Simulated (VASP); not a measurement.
FeCo:

```
Fe Co
1.0
     2.83299    0.00000    0.00000
     0.00000    2.83299    0.00000
     0.00000    0.00000    2.83299
Fe Co
1 1
Cartesian
  1.4165 1.4165 1.4165
  0.0000 0.0000 0.0000
```

Base run:

* Program: VASP 6.6.1
* Functional: PBE
* Potentials or basis: VASP PAW PBE potentials, release 64 (Fe, Co)
* Cutoff: 520 eV
* k mesh: 11 × 11 × 11
* Occupations: fermi-dirac, width 0.05 eV
* Spin: collinear spin, ferromagnetic start
* Starting moments: [3.0, 2.0] μB

Its results: pressure 1.5 GPa; net moment 4.45 μB per cell; site moments Fe +2.73; Co +1.74 μB.

**Question.** The run is repeated on the same cell with these changes: k mesh from 11 × 11 × 11, through Γ to 11 × 11 × 11, shifted. What comes out?

**Answer.** Pressure 2.3 GPa; net moment 4.53 μB per cell; site moments Fe +2.78; Co +1.76 μB.
